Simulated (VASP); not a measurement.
# ZnO (P6_3mc) in VASP: a series of runs, part 3 of 3

VASP 6.6.1. Earlier steps stand in the parts before.

## 4. Electric field gradients, LDA (volume scaled by 0.98)

INCAR

```
PREC = Accurate
ENCUT = 520
EDIFF = 1E-8
ISMEAR = -1
SIGMA = 0.01
LREAL = F
LASPH = T
NELM = 80
ALGO = Normal
ISIF = 2
LWAVE = F
LCHARG = F
GGA = CA
LEFG = T
NBANDS = 26
```

KPOINTS

```
regular mesh
0
Gamma
  8 8 5
```

POSCAR

```
ZnO
1.0
    3.2275900217      0.0000000000      0.0000000000
   -1.6137950108      2.7951749517      0.0000000000
    0.0000000000      0.0000000000      5.1688741155
Zn O
2 2
Direct
    0.3333333333      0.6666666667      0.0000000000
    0.6666666667      0.3333333333      0.5000000000
    0.3333333333      0.6666666667      0.3821000000
    0.6666666667      0.3333333333      0.8821000000
```

Potentials or basis: VASP PAW LDA potentials, release 64 (Zn, O).

Run with:

```console
$ cat potpaw_LDA.64/Zn/POTCAR potpaw_LDA.64/O/POTCAR > POTCAR
$ mpirun -np 1 vasp_std > vasp.out
```

OUTCAR:

```text
PREC = Accurate
   ENCUT = 520
   EDIFF = 1E-8
   ISMEAR = -1
   LREAL = F
   LASPH = T
   NELM = 80
   ISIF = 2
   GGA = CA

 ion  position               nearest neighbor table
   1  0.333  0.667  0.000-   4 1.96   4 1.96   4 1.96   3 1.98
   2  0.667  0.333  0.500-   3 1.96   3 1.96   3 1.96   4 1.98
   3  0.333  0.667  0.382-   2 1.96   2 1.96   2 1.96   1 1.98
   4  0.667  0.333  0.882-   1 1.96   1 1.96   1 1.96   2 1.98

  LATTYP: Found a hexagonal cell.
 ALAT       =     3.2275900217
 C/A-ratio  =     1.6014655147

  Lattice vectors:

 A1 = (   3.2275900217,   0.0000000000,   0.0000000000)
 A2 = (  -1.6137950108,   2.7951749517,   0.0000000000)
 A3 = (   0.0000000000,   0.0000000000,   5.1688741155)

Analysis of symmetry for initial positions (statically):
=====================================================================
 Subroutine PRICEL returns:
 Original cell was already a primitive cell.

 Routine SETGRP: Setting up the symmetry group for a
 hexagonal supercell.

 Subroutine GETGRP returns: Found 12 space group operations
 (whereof  6 operations were pure point group operations)
 out of a pool of 24 trial point group operations.

The static configuration has the point symmetry C_3v.
 The point group associated with its full space group is C_6v.

Analysis of symmetry for dynamics (positions and initial velocities):
=====================================================================
 Subroutine PRICEL returns:
 Original cell was already a primitive cell.

 Routine SETGRP: Setting up the symmetry group for a
 hexagonal supercell.

 Subroutine GETGRP returns: Found 12 space group operations
 (whereof  6 operations were pure point group operations)
 out of a pool of 24 trial point group operations.

The dynamic configuration has the point symmetry C_3v.
 The point group associated with its full space group is C_6v.

 Subroutine INISYM returns: Found 12 space group operations
 (whereof  6 operations are pure point group operations),
 and found     1 'primitive' translations

----------------------------------------------------------------------------------------

                                     Primitive cell

  volume of cell :      46.6319

  direct lattice vectors                    reciprocal lattice vectors
     3.227590022  0.000000000  0.000000000     0.309828694  0.178879680  0.000000000
    -1.613795011  2.795174952  0.000000000     0.000000000  0.357759359  0.000000000
     0.000000000  0.000000000  5.168874116     0.000000000  0.000000000  0.193465729

  length of vectors
     3.227590022  3.227590022  5.168874116     0.357759359  0.357759359  0.193465729

  position of ions in fractional coordinates (direct lattice)
     0.333333333  0.666666667  0.000000000
     0.666666667  0.333333333  0.500000000
     0.333333333  0.666666667  0.382100000
     0.666666667  0.333333333  0.882100000

  ion indices of the primitive-cell ions
   primitive index   ion index
                 1           1
                 2           2
                 3           3
[... 80 lines left out ...]
   ISYM   =      2    0-nonsym 1-usesym 2-fastsym
   POTIM  = 0.5000    time-step for ionic-motion
   TEBEG  =    0.0;   TEEND  =   0.0 temperature during run
   PSTRESS=    0.0 pullay stress
   NELECT =      36.0000    total number of electrons
   NUPDOWN=      -1.0000    fix difference up-down
   EMIN   =  10.00;   EMAX   =-10.00  energy-range for DOS
   EFERMI =   0.00;   METHOD = LEGACY
   ISMEAR =    -1;   SIGMA  =   0.01  broadening in eV -4-tet -1-fermi 0-gaus
   EFERMI_NEDOS =   21; number of points for ismear=-14 and -15
   IALGO  =     38    algorithm
   IMIX   =      4    mixing-type and parameters
     AMIX     =   0.40;   BMIX     =  1.00
     AMIX_MAG =   1.60;   BMIX_MAG =  1.00
  volume/ion in A,a.u.               =      11.66        78.67
  Fermi-wavevector in a.u.,A,eV,Ry     =   1.501809  2.838007 30.686972  2.255429
  Thomas-Fermi vector in A             =   2.613131
   LORBIT       =      0    0 simple, 1 ext, 2 COOP (PROOUT), +10 PAW based schemes
   GGA     = CA    functional components
   LHFCALC =     F    Hartree Fock is set to
   AEXX    =    0.0000 exact exchange contribution
   IVDW    =     0    specifies the selected vdW correction
   LEPSILON=     F    determine dielectric tensor
   LRPA    =     F    only Hartree local field effects (RPA)
 non-spin polarized calculation
  energy-cutoff  :      520.00
  volume of cell :       46.63
 maximum number of plane-waves:      1268
   NGX = 13   NGY = 13   NGZ = 19

 number of electron      36.0000012 magnetization

 Free energy of the ion-electron system (eV)
  ---------------------------------------------------
  ext. energy  EPLUGINS =         0.00000000
  ---------------------------------------------------
  free energy    TOTEN  =       -21.14852207 eV

  energy without entropy =      -21.14852207  energy(sigma->0) =      -21.14852207

 E-fermi :   1.3424     XC(G=0): -11.5722

 val. band max:        1.0722798715   @ k =   0.0000   0.0000   0.0000
 cond. band min:       1.8474432591   @ k =   0.0000   0.0000   0.0000
 fundamental gap:      0.7751633876
 Fermi energy:         1.3423701546

 k-point     1 :       0.0000    0.0000    0.0000
  band No.  band energies     occupation
      1     -16.9018      2.00000
      2     -16.0937      2.00000
      3      -4.8155      2.00000
      4      -4.8155      2.00000
      5      -4.7690      2.00000
      6      -4.7251      2.00000
[... 685 lines left out ...]
     25      14.5724      0.00000
     26      14.8127      0.00000

 [... further k-points ...]
[... 5 lines left out ...]
  --------------------------------------------------------------------------------------
  -------------------------------------------------------------------------------------
  Total       -0.9700858     -0.9700858     -0.8204393     -0.0000000      0.0000000     -0.0000000
  in kB      -33.3301614    -33.3301614    -28.1886156     -0.0000000      0.0000000     -0.0000000
  external PRESSURE =     -31.6163128 kB  Pullay stress =       0.0000000 kB

 VOLUME and BASIS-vectors are now :
 -----------------------------------------------------------------------------
  energy-cutoff  :      520.00
  volume of cell :       46.63
      direct lattice vectors                 reciprocal lattice vectors
     3.227590022  0.000000000  0.000000000     0.309828694  0.178879680  0.000000000
    -1.613795011  2.795174952  0.000000000     0.000000000  0.357759359  0.000000000
     0.000000000  0.000000000  5.168874116     0.000000000  0.000000000  0.193465729

 POSITION                                       TOTAL-FORCE (eV/Angst)
 -----------------------------------------------------------------------------------
     -0.00000      1.86345      0.00000        -0.000000     -0.000000      0.041486
      1.61380      0.93172      2.58444         0.000000      0.000000      0.041486
     -0.00000      1.86345      1.97503        -0.000000     -0.000000     -0.041486
      1.61380      0.93172      4.55946         0.000000     -0.000000     -0.041486
 -----------------------------------------------------------------------------------
    total drift:                               -0.000000     -0.000000     -0.000471

  FREE ENERGIE OF THE ION-ELECTRON SYSTEM (eV)
  ---------------------------------------------------
  free  energy   TOTEN  =       -21.1485220702 eV

  energy  without entropy=      -21.1485220702  energy(sigma->0) =      -21.14852207

 Electric field gradients (V/A^2)
---------------------------------------------------------------------
 ion       V_xx      V_yy      V_zz      V_xy      V_xz      V_yz
---------------------------------------------------------------------
   1      -4.014    -4.017     8.030    -0.003     0.000    -0.000
   2      -4.014    -4.017     8.030    -0.003    -0.000     0.000
   3       1.731     1.727    -3.458    -0.003     0.000    -0.000
   4       1.731     1.727    -3.458    -0.003    -0.000     0.000
---------------------------------------------------------------------

 Electric field gradients after diagonalization (V/A^2)
 (convention: |V_zz| > |V_xx| > |V_yy|)
----------------------------------------------------------------------
 ion       V_xx      V_yy      V_zz     asymmetry (V_yy - V_xx)/ V_zz
----------------------------------------------------------------------
   1      -4.018    -4.012     8.030       0.001
   2      -4.018    -4.012     8.030       0.001
   3       1.733     1.725    -3.458       0.002
   4       1.733     1.725    -3.458       0.002
----------------------------------------------------------------------

           NMR quadrupolar parameters

 Cq : quadrupolar parameter    Cq=e*Q*V_zz/h
 eta: asymmetry parameters     (V_yy - V_xx)/ V_zz
 Q  : nuclear electric quadrupole moment in mb (millibarn)
----------------------------------------------------------------------
 ion       Cq(MHz)       eta       Q (mb)
----------------------------------------------------------------------
   1       0.019       0.001       1.000
   2       0.019       0.001       1.000
   3      -0.008       0.002       1.000
   4      -0.008       0.002       1.000
----------------------------------------------------------------------
```

OSZICAR:

```text
N       E                     dE             d eps       ncg     rms          rms(c)
DAV:   1     0.297227774262E+03    0.29723E+03   -0.18066E+04  1560   0.204E+03
DAV:   2     0.726518530066E+01   -0.28996E+03   -0.27126E+03  1656   0.417E+02
DAV:   3    -0.236267368805E+02   -0.30892E+02   -0.30481E+02  1728   0.139E+02
DAV:   4    -0.242081732668E+02   -0.58144E+00   -0.58025E+00  1712   0.197E+01
DAV:   5    -0.242110669808E+02   -0.28937E-02   -0.28935E-02  1720   0.145E+00    0.149E+01
DAV:   6    -0.210501543876E+02    0.31609E+01   -0.60202E+00  2408   0.612E+01    0.944E+00
DAV:   7    -0.212155533163E+02   -0.16540E+00   -0.27342E+00  1622   0.165E+01    0.560E+00
DAV:   8    -0.212002794852E+02    0.15274E-01   -0.57628E-01  2064   0.720E+00    0.168E+00
DAV:   9    -0.211464335375E+02    0.53846E-01   -0.10669E-01  2264   0.670E+00    0.330E-01
DAV:  10    -0.211485558951E+02   -0.21224E-02   -0.35925E-02  1588   0.134E+00    0.837E-02
DAV:  11    -0.211485319555E+02    0.23940E-04   -0.48783E-04  1852   0.442E-01    0.268E-02
DAV:  12    -0.211485217004E+02    0.10255E-04   -0.10463E-04  1996   0.332E-01    0.750E-03
DAV:  13    -0.211485232471E+02   -0.15467E-05   -0.11608E-05  2388   0.627E-02    0.931E-03
DAV:  14    -0.211485220803E+02    0.11668E-05   -0.41766E-06  1692   0.175E-02    0.145E-03
DAV:  15    -0.211485220970E+02   -0.16709E-07   -0.20097E-07  1670   0.568E-03    0.130E-03
DAV:  16    -0.211485220730E+02    0.24007E-07   -0.62439E-08  1726   0.256E-03    0.232E-04
DAV:  17    -0.211485220702E+02    0.27740E-08   -0.36027E-09   808   0.728E-04
   1 F= -.21148522E+02 E0= -.21148522E+02  d E =-.652920E-14
```

Run time: 69 s. Hardware: 1 thread of AMD EPYC 7R13, shared host; peak memory 0.13 GiB.

What came out:

* Free energy: -21.1485 eV
* Pressure: -3.2 GPa
* Largest force: 0.041 eV/Å
* Band gap on the k mesh: 0.78 eV, direct

Forces on the atoms (eV/Å):
```
Zn   0.000  0.000  0.041
Zn   0.000  0.000  0.041
O    0.000  0.000 -0.041
O    0.000  0.000 -0.041
```

Electric field gradients, principal values (V/Å²):
```tsv
atom	least	middle	greatest (by size)
1 Zn	-4.012	-4.018	8.030
2 Zn	-4.012	-4.018	8.030
3 O	1.725	1.733	-3.458
4 O	1.725	1.733	-3.458
```

Caveat: without QUAD_EFG the Cq values of the log hold for a quadrupole moment of 1 mb, not for the nuclei.

## 5. Electric field gradients, LDA (volume scaled by 0.98)

INCAR

```
PREC = Accurate
ENCUT = 520
EDIFF = 1E-8
ISMEAR = -1
SIGMA = 0.01
LREAL = False
LASPH = True
NELM = 80
ALGO = Normal
ISIF = 2
LWAVE = False
LCHARG = False
LEFG = True
NBANDS = 26
```

KPOINTS

```
Automatic mesh
0
Gamma
  8 8 5
```

POSCAR is that of step 4.

Potentials or basis: VASP PAW LDA potentials, release 64 (Zn, O).

Run with:

```console
$ cat potpaw_LDA.64/Zn/POTCAR potpaw_LDA.64/O/POTCAR > POTCAR
$ mpirun -np 1 vasp_std > vasp.out
```

OUTCAR:

```text
PREC = Accurate
   ENCUT = 520
   EDIFF = 1E-8
   ISMEAR = -1
   LREAL = False
   LASPH = True
   NELM = 80
   ISIF = 2

 ion  position               nearest neighbor table
   1  0.333  0.667  0.000-   4 1.96   4 1.96   4 1.96   3 1.98
   2  0.667  0.333  0.500-   3 1.96   3 1.96   3 1.96   4 1.98
   3  0.333  0.667  0.382-   2 1.96   2 1.96   2 1.96   1 1.98
   4  0.667  0.333  0.882-   1 1.96   1 1.96   1 1.96   2 1.98

  LATTYP: Found a hexagonal cell.
 ALAT       =     3.2275900217
 C/A-ratio  =     1.6014655147

  Lattice vectors:

[... 923 lines left out ...]
---------------------------------------------------------------------
 ion       V_xx      V_yy      V_zz      V_xy      V_xz      V_yz
---------------------------------------------------------------------
   1      -4.014    -4.017     8.030    -0.003     0.000    -0.000
   2      -4.014    -4.017     8.030    -0.003    -0.000     0.000
   3       1.731     1.727    -3.458    -0.003     0.000    -0.000
   4       1.731     1.727    -3.458    -0.003    -0.000     0.000
---------------------------------------------------------------------

 Electric field gradients after diagonalization (V/A^2)
 (convention: |V_zz| > |V_xx| > |V_yy|)
----------------------------------------------------------------------
 ion       V_xx      V_yy      V_zz     asymmetry (V_yy - V_xx)/ V_zz
----------------------------------------------------------------------
   1      -4.018    -4.012     8.030       0.001
   2      -4.018    -4.012     8.030       0.001
   3       1.733     1.725    -3.458       0.002
   4       1.733     1.725    -3.458       0.002
----------------------------------------------------------------------

           NMR quadrupolar parameters

 Cq : quadrupolar parameter    Cq=e*Q*V_zz/h
 eta: asymmetry parameters     (V_yy - V_xx)/ V_zz
 Q  : nuclear electric quadrupole moment in mb (millibarn)
----------------------------------------------------------------------
 ion       Cq(MHz)       eta       Q (mb)
----------------------------------------------------------------------
   1       0.019       0.001       1.000
   2       0.019       0.001       1.000
   3      -0.008       0.002       1.000
   4      -0.008       0.002       1.000
----------------------------------------------------------------------
```

OSZICAR:

```text
N       E                     dE             d eps       ncg     rms          rms(c)
DAV:   1     0.297227774262E+03    0.29723E+03   -0.18066E+04  1560   0.204E+03
DAV:   2     0.726518530066E+01   -0.28996E+03   -0.27126E+03  1656   0.417E+02
DAV:   3    -0.236267368805E+02   -0.30892E+02   -0.30481E+02  1728   0.139E+02
DAV:   4    -0.242081732668E+02   -0.58144E+00   -0.58025E+00  1712   0.197E+01
DAV:   5    -0.242110669808E+02   -0.28937E-02   -0.28935E-02  1720   0.145E+00    0.149E+01
DAV:   6    -0.210501543876E+02    0.31609E+01   -0.60202E+00  2408   0.612E+01    0.944E+00
DAV:   7    -0.212155533163E+02   -0.16540E+00   -0.27342E+00  1622   0.165E+01    0.560E+00
DAV:   8    -0.212002794852E+02    0.15274E-01   -0.57628E-01  2064   0.720E+00    0.168E+00
DAV:   9    -0.211464335375E+02    0.53846E-01   -0.10669E-01  2264   0.670E+00    0.330E-01
DAV:  10    -0.211485558951E+02   -0.21224E-02   -0.35925E-02  1588   0.134E+00    0.837E-02
DAV:  11    -0.211485319555E+02    0.23940E-04   -0.48783E-04  1852   0.442E-01    0.268E-02
DAV:  12    -0.211485217004E+02    0.10255E-04   -0.10463E-04  1996   0.332E-01    0.750E-03
DAV:  13    -0.211485232471E+02   -0.15467E-05   -0.11608E-05  2388   0.627E-02    0.931E-03
DAV:  14    -0.211485220803E+02    0.11668E-05   -0.41766E-06  1692   0.175E-02    0.145E-03
DAV:  15    -0.211485220970E+02   -0.16709E-07   -0.20097E-07  1670   0.568E-03    0.130E-03
DAV:  16    -0.211485220730E+02    0.24007E-07   -0.62439E-08  1726   0.256E-03    0.232E-04
DAV:  17    -0.211485220702E+02    0.27740E-08   -0.36027E-09   808   0.728E-04
   1 F= -.21148522E+02 E0= -.21148522E+02  d E =-.652920E-14
```

stdout:

```text
POSCAR found type information on POSCAR ZnO
 POSCAR found :  2 types and       4 ions
 scaLAPACK will be used
 LDA part: xc-table for (Slater(with rela. corr.)+CA(PZ))
 , standard interpolation
 POSCAR, INCAR and KPOINTS ok, starting setup
 FFT: planning ... GRIDC
 FFT: planning ... GRID_SOFT
 FFT: planning ... GRID
 WAVECAR not read
 entering main loop
ion   1

ion   2

ion   3

ion   4
```

Wall time 65 s (1 thread of AMD EPYC 7R13, shared host); peak memory 0.13 GiB.

What came out:

```yaml
Free_energy: -21.1485 eV
Pressure: -3.2 GPa
Largest_force: 0.041 eV/Å
Band_gap_on_the_k_mesh: 0.78 eV, direct
```

Forces on the atoms (eV/Å):
```
Zn   0.000  0.000  0.041
Zn   0.000  0.000  0.041
O    0.000  0.000 -0.041
O    0.000  0.000 -0.041
```

Electric field gradients, principal values (V/Å²):
| atom | least | middle | greatest (by size) |
| --- | --- | --- | --- |
| 1 Zn | -4.012 | -4.018 | 8.030 |
| 2 Zn | -4.012 | -4.018 | 8.030 |
| 3 O | 1.725 | 1.733 | -3.458 |
| 4 O | 1.725 | 1.733 | -3.458 |

Caveat: without QUAD_EFG the Cq values of the log hold for a quadrupole moment of 1 mb, not for the nuclei.
